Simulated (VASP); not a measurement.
A run of VASP 6.6.1 is set up as follows.

INCAR

```
SYSTEM = CoSi
PREC = Accurate
ENCUT = 520
EDIFF = 1E-7
ISMEAR = -1
SIGMA = 0.08
LREAL = .False.
LASPH = .True.
NELM = 80
ALGO = Normal
ISIF = 2
LWAVE = .False.
LCHARG = .False.
GGA = PE
NBANDS = 21
```

The input KPOINTS:

```
regular mesh
0
Gamma
  12 12 7
  0 0 0
```

POSCAR

```
CoSi
1.0
    3.0763310855      0.0000000000      0.0000000000
   -1.5381655428      2.6641808704      0.0000000000
    0.0000000000      0.0000000000      4.8085275035
Co Si
2 2
Direct
    0.0000000000      0.0000000000      0.0000000000
    0.0000000000      0.0000000000      0.5000000000
    0.3333333333      0.6666666667      0.2500000000
    0.6666666667      0.3333333333      0.7500000000
```

Potentials or basis: VASP PAW PBE potentials, release 64 (Co, Si).

Launch:

```bash
$ cat potpaw_PBE.64/Co/POTCAR potpaw_PBE.64/Si/POTCAR > POTCAR
$ mpirun -np 1 vasp_std > vasp.out
```

Question: Estimate the pressure.

Answer: 68.0 GPa.

Question: Estimate the band gap on the k mesh.

Answer: Zero (band 13 reaches 15.76 eV, above the bottom of band 14 at 12.44 eV).

Stress tensor (GPa, compression positive):
```
67.99  0.00  0.00
 0.00 67.99  0.00
 0.00  0.00 68.09
```

Spin polarisation is off, so any magnetic state and its effect on volume and gap are missing.
